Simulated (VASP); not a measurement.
Runs of VASP 6.6.1 on Ge2Sb. The structure is that of space group Fm-3m (No. 225), or close to it. The cells are those of the table. 

| task | cell | k mesh | cutoff (eV) | gap on the mesh (eV) | pressure (GPa) | relaxed volume (Å³/atom) |
| --- | --- | --- | --- | --- | --- | --- |
| single point | a = 4.838 Å, angles 60.0°, 3 atoms | 12 × 12 × 12 | 520 | none | 0.0 | - |
| relaxation of cell and atoms | relaxed from a = 4.443 Å, angles 60.0°, 3 atoms | 6 × 6 × 6 | 600 | none | -0.1 | 26.62 |
| relaxation of cell and atoms | relaxed from a = 4.832 Å, angles 60.0°, 3 atoms | 12 × 12 × 12 | 600 | none | 0.0 | (a) |
| single point | a = 4.832 Å, angles 60.0°, 3 atoms | 6 × 6 × 6 | 520 | none | 0.1 | - |

Alike in all rows: level PBE; potentials or basis VASP PAW PBE potentials, release 64 (Ge_d, Sb); no spin polarisation; smearing gaussian 0.1 eV.

Task: Estimate the missing entries.

Result: (a) 26.66.

Caveats: spin-orbit coupling is left out, which moves the levels of the heavy elements; the volume moved by over 15 % at a fixed basis, so the end points are rough (at least some runs).

A k mesh can miss the band edges, and the runs leave out spin-orbit coupling on Ge, Sb.

A gap of «none» marks levels without a gap at the run's occupations.
